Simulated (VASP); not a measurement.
## Ta: single point with BLYP

Ta:

```
CELL_PARAMETERS angstrom
-1.65128 1.65128 1.65128
1.65128 -1.65128 1.65128
1.65128 1.65128 -1.65128
ATOMIC_POSITIONS crystal
Ta 0.00000 0.00000 0.00000
```

```json
{"Program": "VASP 6.6.1", "Task": "single point", "Functional": "BLYP", "Potentials or basis": "VASP PAW PBE potentials, release 64 (Ta_pv)", "Cutoff": "520 eV", "k mesh": "11 × 11 × 11", "Occupations": "fermi-dirac, width 0.05 eV", "Spin": "no spin polarisation"}
```

```
Pressure : 10.0 GPa
```

Levels at points of the mesh, in eV from the Fermi level:
```tsv
k point	band 2	band 3	band 4	band 5	band 6	band 7	band 8	band 9
(0.00, 0.00, 0.00)	-32.96	-32.96	-7.76	0.62	0.62	0.62	3.90	3.90
```

Run time: 11 s on 1 thread of AMD EPYC 9R45 96-Core Processor (Zen 5), on a shared host, peak memory 0.11 GiB.

Caveat: the PAW data sets were made with another functional, which shifts forces and pressure a little; spin-orbit coupling is left out, which moves the levels of the heavy elements.
